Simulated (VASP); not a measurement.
# Ir3O in VASP: a series of runs

The runs below take Ir3O through single point, relaxation of the atoms, with PBE.

Everything below comes from runs of VASP 6.6.1. Logs are shortened: lines on timing, memory, paths and dates and some standing lists are left out, and cuts for length are marked.

### 1 The cell of the first run

The cell holds a slab with vacuum, 4 atoms: a = 2.737 Å, b = 2.737 Å, c = 19.188 Å, α = 90.00°, β = 90.00°, γ = 90.00°.

### 2 Single point, PBE

File INCAR:

```
PREC = Accurate
ENCUT = 520
EDIFF = 1E-6
ISMEAR = 0
SIGMA = 0.1
LREAL = False
LASPH = True
NELM = 120
ALGO = Normal
ISIF = 2
LWAVE = False
LCHARG = False
LDIPOL = True
IDIPOL = 3
DIPOL = 0.5 0.5 0.346
GGA = PE
NBANDS = 36
GGA_COMPAT = False
NELMDL = -8
```

File KPOINTS:

```
Automatic mesh
0
Gamma
  10 10 1
```

File POSCAR:

```
Ir3O
1.0
    2.7367600872      0.0000000000      0.0000000000
    0.0000000000      2.7367600872      0.0000000000
    0.0000000000      0.0000000000     19.1883373414
Ir O
3 1
Direct
    0.5000000000      0.5000000000      0.2084599582
    0.0000000000      0.0000000000      0.3045662606
    0.5000000000      0.5000000000      0.4006776202
    0.6666666667      1.0000000000      0.4696820198
```

Potentials or basis: VASP PAW PBE potentials, release 64 (Ir_sv_GW, O).

Launch:

```sh
cat potpaw_PBE.64/Ir_sv_GW/POTCAR potpaw_PBE.64/O/POTCAR > POTCAR
mpirun -np 1 vasp_std > vasp.out
```

OUTCAR:

```text
PREC = Accurate
   ENCUT = 520
   EDIFF = 1E-6
   ISMEAR = 0
   LREAL = False
   LASPH = True
   NELM = 120
   ISIF = 2
   GGA = PE
   NELMDL = -8

 ion  position               nearest neighbor table
   1  0.500  0.500  0.208-   2 2.67   2 2.67   2 2.67   2 2.67
   2  0.000  0.000  0.305-   1 2.67   1 2.67   1 2.67   1 2.67   3 2.67   3 2.67   3 2.67   3 2.67

   3  0.500  0.500  0.401-   4 1.96   4 1.96   2 2.67   2 2.67   2 2.67   2 2.67
   4  0.667  0.000  0.470-   3 1.96   3 1.96

  LATTYP: Found a simple tetragonal cell.
 ALAT       =     2.7367600872
 C/A-ratio  =     7.0113333760

  Lattice vectors:

 A1 = (   2.7367600872,   0.0000000000,   0.0000000000)
 A2 = (   0.0000000000,   2.7367600872,   0.0000000000)
 A3 = (   0.0000000000,   0.0000000000,  19.1883373414)

Analysis of symmetry for initial positions (statically):
=====================================================================
 Subroutine PRICEL returns:
 Original cell was already a primitive cell.

 Routine SETGRP: Setting up the symmetry group for a
 simple tetragonal supercell.

 Subroutine GETGRP returns: Found  2 space group operations
 (whereof  2 operations were pure point group operations)
 out of a pool of 16 trial point group operations.

The static configuration has the point symmetry C_1h.

Analysis of symmetry for dynamics (positions and initial velocities):
=====================================================================
 Subroutine PRICEL returns:
 Original cell was already a primitive cell.

 Routine SETGRP: Setting up the symmetry group for a
 simple tetragonal supercell.

 Subroutine GETGRP returns: Found  2 space group operations
 (whereof  2 operations were pure point group operations)
 out of a pool of 16 trial point group operations.

The dynamic configuration has the point symmetry C_1h.

 Subroutine INISYM returns: Found  2 space group operations
 (whereof  2 operations are pure point group operations),
 and found     1 'primitive' translations

----------------------------------------------------------------------------------------

                                     Primitive cell

  volume of cell :     143.7179

  direct lattice vectors                    reciprocal lattice vectors
     2.736760087  0.000000000  0.000000000     0.365395566  0.000000000  0.000000000
     0.000000000  2.736760087  0.000000000     0.000000000  0.365395566  0.000000000
     0.000000000  0.000000000 19.188337341     0.000000000  0.000000000  0.052114990

  length of vectors
     2.736760087  2.736760087 19.188337341     0.365395566  0.365395566  0.052114990

  position of ions in fractional coordinates (direct lattice)
     0.500000000  0.500000000  0.208459958
[... 93 lines left out ...]
   NELECT =      57.0000    total number of electrons
   NUPDOWN=      -1.0000    fix difference up-down
   EMIN   =  10.00;   EMAX   =-10.00  energy-range for DOS
   EFERMI =   0.00;   METHOD = LEGACY
   ISMEAR =     0;   SIGMA  =   0.10  broadening in eV -4-tet -1-fermi 0-gaus
   EFERMI_NEDOS =   21; number of points for ismear=-14 and -15
   IALGO  =     38    algorithm
   IMIX   =      4    mixing-type and parameters
     AMIX     =   0.40;   BMIX     =  1.00
     AMIX_MAG =   1.60;   BMIX_MAG =  1.00
  volume/ion in A,a.u.               =      35.93       242.46
  Fermi-wavevector in a.u.,A,eV,Ry     =   1.202808  2.272977 19.684178  1.446746
  Thomas-Fermi vector in A             =   2.338579
   LORBIT       =      0    0 simple, 1 ext, 2 COOP (PROOUT), +10 PAW based schemes
   GGA     = PE    functional components
   LHFCALC =     F    Hartree Fock is set to
   AEXX    =    0.0000 exact exchange contribution
   IVDW    =     0    specifies the selected vdW correction
   LEPSILON=     F    determine dielectric tensor
   LRPA    =     F    only Hartree local field effects (RPA)
 non-spin polarized calculation
 Gauss-broadening in eV      SIGMA  =   0.10
  energy-cutoff  :      520.00
  volume of cell :      143.72
 maximum number of plane-waves:      3910
   NGX = 11   NGY = 11   NGZ = 71

 dipolmoment           0.000000      0.000000     -0.893854 electrons x Angstroem

 number of electron      57.0000001 magnetization

 dipolmoment           0.000000      0.000000      0.074977 electrons x Angstroem

 Free energy of the ion-electron system (eV)
  ---------------------------------------------------
  ext. energy  EPLUGINS =         0.00000000
  ---------------------------------------------------
  free energy    TOTEN  =       -31.77977597 eV

  energy without entropy =      -31.76041256  energy(sigma->0) =      -31.77009426

 E-fermi :  -0.2217     XC(G=0):  -5.8172

 val. band max:       -0.2442566907   @ k =   0.4000   0.4000   0.0000
 cond. band min:      -0.1942653158   @ k =  -0.4000   0.5000   0.0000
 fundamental gap:      0.0499913749
 Fermi energy:        -0.2217161628

 k-point     1 :       0.0000    0.0000    0.0000
  band No.  band energies     occupation
      1     -93.6492      2.00000
      2     -93.2973      2.00000
      3     -92.3221      2.00000
      4     -50.6677      2.00000
      5     -50.4054      2.00000
      6     -50.1730      2.00000
[... 925 lines left out ...]
     35       6.2393      0.00000
     36       8.4140      0.00000

 [... further k-points ...]

------------------------ aborting loop because EDIFF is reached ----------------------------------------

 vacuum level on the upper side and lower side of the slab       (xc-potential included)         0.679        -1.047

  FORCE on cell =-STRESS in cart. coord.  units (eV):
  Direction    XX          YY          ZZ          XY          YZ          ZX
  --------------------------------------------------------------------------------------
  -------------------------------------------------------------------------------------
  Total        0.1125343     -1.3343071      2.2906055      0.0000000      0.0000000      0.0726084
  in kB        1.2545404    -14.8749523     25.5358357      0.0000000      0.0000000      0.8094442
  external PRESSURE =       3.9718079 kB  Pullay stress =       0.0000000 kB

 VOLUME and BASIS-vectors are now :
 -----------------------------------------------------------------------------
  energy-cutoff  :      520.00
  volume of cell :      143.72
      direct lattice vectors                 reciprocal lattice vectors
     2.736760087  0.000000000  0.000000000     0.365395566  0.000000000  0.000000000
     0.000000000  2.736760087  0.000000000     0.000000000  0.365395566  0.000000000
     0.000000000  0.000000000 19.188337341     0.000000000  0.000000000  0.052114990

 POSITION                                       TOTAL-FORCE (eV/Angst)
 -----------------------------------------------------------------------------------
      1.36838      1.36838      4.00000        -0.160355      0.000000     -0.235328
      0.00000      0.00000      5.84412        -0.285668      0.000000     -1.141628
      1.36838      1.36838      7.68834         1.233239      0.000000      1.309990
      1.82451      0.00000      9.01242        -0.787217      0.000000      0.066965
 -----------------------------------------------------------------------------------
    total drift:                               -0.000256      0.000000      0.000659

  FREE ENERGIE OF THE ION-ELECTRON SYSTEM (eV)
  ---------------------------------------------------
  free  energy   TOTEN  =       -31.7797759658 eV

  energy  without entropy=      -31.7604125580  energy(sigma->0) =      -31.77009426

 vacuum level on the upper side and lower side of the slab         6.891         5.105
```

stdout:

```text
POSCAR found type information on POSCAR IrO
 POSCAR found :  2 types and       4 ions
 scaLAPACK will be used
 LDA part: xc-table for (Slater+PW92), standard interpolation
 POSCAR, INCAR and KPOINTS ok, starting setup
 FFT: planning ... GRIDC
 FFT: planning ... GRID_SOFT
 FFT: planning ... GRID
 WAVECAR not read
 entering main loop
```

Run time: 11 min. Hardware: 1 thread of Intel Xeon Platinum 8375C at 2.90GHz (Ice Lake), shared host; peak memory 0.33 GiB.

What came out:

```
Free energy            : -31.7798 eV
Largest force          : 1.799 eV/Å
Band gap on the k mesh : zero (an odd number of electrons rules out a gap without spin polarisation)
```

Forces on the atoms (eV/Å):
```
Ir  -0.160  0.000 -0.235
Ir  -0.286  0.000 -1.142
Ir   1.233  0.000  1.310
O   -0.787  0.000  0.067
```

Caveat: spin-orbit coupling is left out, which moves the levels of the heavy elements.

### 3 Relaxation of the atoms, PBE

File INCAR:

```
SYSTEM = Ir3O
ALGO = Normal
DIPOL = 0.5 0.5 0.341
EDIFF = 1E-7
EDIFFG = -0.025
ENCUT = 520
GGA = PE
IBRION = 2
IDIPOL = 3
ISIF = 2
ISMEAR = 0
LASPH = .True.
LCHARG = .False.
LDIPOL = .True.
LREAL = .False.
LWAVE = .False.
NELM = 80
NSW = 36
PREC = Accurate
SIGMA = 0.1
```

File KPOINTS:

```
k-points
0
Gamma
  10 10 1
  0 0 0
```

File POSCAR:

```
Ir3O
1.0
    2.7367600872      0.0000000000      0.0000000000
    0.0000000000      2.7367600872      0.0000000000
    0.0000000000      0.0000000000     19.1883373425
Ir O
3 1
Selective dynamics
Direct
    0.5000000000      0.5000000000      0.2084599582  F F F
    0.0000000000      0.0000000000      0.3045662601  F F F
    0.5000000000      0.5000000000      0.4006776202  F F F
    0.8333333333      1.0000000000      0.4514039813  F F T
```

Potentials or basis: VASP PAW PBE potentials, release 64 (Ir, O).

Launch:

```sh
cat potpaw_PBE.64/Ir/POTCAR potpaw_PBE.64/O/POTCAR > POTCAR
mpirun -np 1 vasp_std > vasp.out
```

It took 5.3 min on 1 thread of Intel Xeon Platinum 8488C (Sapphire Rapids), shared host; peak memory 0.3 GiB.

The run converged. Its results:

```
Free energy               : -29.7020 eV
Energy gained by relaxing : 118.5 meV/atom
Ionic steps               : 5
Band gap on the k mesh    : zero (an odd number of electrons rules out a gap without spin polarisation)
```

The path:
```
step  energy change (eV)  largest force on free atoms (eV/Å)  pressure (GPa)
   1              0.0000                              4.1387            5.87
   2             -0.4632                              0.5843            1.28
   3             -0.4741                              0.0320            0.63
   4             -0.4741                              0.0379            0.54
   5             -0.4742                              0.0098            0.58
```

Final structure:
```
Ir O
1.0
     2.73676    0.00000    0.00000
     0.00000    2.73676    0.00000
     0.00000    0.00000   19.18834
Ir O
3 1
Direct
  0.50000 0.50000 0.20846
  0.00000 0.00000 0.30457
  0.50000 0.50000 0.40068
  0.83333 0.00000 0.46382
```

Levels at points of the mesh, in eV from the Fermi level:
```tsv
k point	band 12	band 13	band 14	band 15	band 16	band 17	band 18	band 19	band 20
(0.00, 0.00, 0.00)	-2.30	-1.67	-1.31	-0.78	-0.54	-0.47	0.14	0.67	0.86
(0.50, 0.00, 0.00)	-2.82	-2.38	-1.61	-0.92	-0.10	0.50	0.54	1.64	1.91
(0.00, 0.50, 0.00)	-3.11	-2.15	-1.47	-0.91	-0.43	0.24	0.49	0.75	2.12
(0.50, 0.50, 0.00)	-1.20	0.17	0.55	0.72	0.97	1.04	1.16	2.08	4.46
```

Caveat: spin-orbit coupling is left out, which moves the levels of the heavy elements.

The gap in the log of VASP goes by the Fermi energy; the results here count the filled bands.